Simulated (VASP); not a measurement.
In, 1 atom in the cell. The structure is cubic, space group Im-3m (No. 229). The conventional cell has a = 3.653 Å, b = 3.653 Å, c = 3.653 Å, α = 90.00°, β = 90.00°, γ = 90.00°. In (site symmetry m-3m) has 14 In at 3.16 to 3.65 Å within 4.2 Å.  This cell differs from its parent crystal: strained.

- Program: VASP 6.6.1
- Task: single point
- Functional: PBE
- Potentials or basis: VASP PAW PBE potentials, release 64 (In_d)
- Cutoff: 500 eV
- k mesh: 16 × 16 × 16
- Occupations: gaussian, width 0.1 eV
- Spin: no spin polarisation
- Dipole correction: no
- Further INCAR settings: ALGO = Normal; EDIFF = 1e-06; NBANDS = 12

Potentials or basis: VASP PAW PBE potentials, release 64 (In_d).

The run is started by

```console
$ cat potpaw_PBE.64/In_d/POTCAR > POTCAR
$ mpirun -np 1 vasp_std > vasp.out
```

Hardware: 1 thread of AMD EPYC 7R13 (shared host).

Q: How long does it take, and how much memory?

A: Run time: 43 s on 1 thread of AMD EPYC 7R13, on a shared host, peak memory 0.13 GiB. Counts: scf iterations 10, k points 145.
